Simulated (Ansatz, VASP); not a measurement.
Sb: VASP beside Ansatz

```
Sb
1.0
     2.98874    0.00000    0.00000
     0.00000    2.98874    0.00000
     0.00000    0.00000    3.98695
Sb
1
Direct
  0.00000 0.00000 0.00000
```

Alike in both runs: task relaxation of cell and atoms; functional PBE; k mesh 6 × 6 × 4; occupations gaussian, width 0.1 eV; no spin polarisation.

|  | VASP | Ansatz |
| --- | --- | --- |
| version | VASP 6.6.1 | Ansatz 0.2.0 |
| potentials or method | VASP PAW PBE potentials, release 64 (Sb), cutoff 600 eV | scalar-relativistic, plane waves, PAW |
| valence electrons in the cell | 5 | 15 |

```tsv
	VASP	Ansatz	Ansatz less VASP
gap on the k mesh at the Fermi level, each at its own relaxed structure (eV)	none	none	-
relaxed volume (Å³/atom)	30.22	30.20	-0.019
relaxed cell length with the largest relative difference (Å)	3.032	3.031	-0.0011
```

A gap of «none» marks a metal or a gap that the smearing closes. VASP's potentials hold 5 valence electrons a cell and Ansatz's 15, so a difference there can come from the potentials and not from the codes.

The k mesh is coarse, so the values compare programs but aren't converged. Spin-orbit coupling is off throughout. Noted on VASP's run: the volume moved by over 15 % at a fixed basis, so the end points are rough.
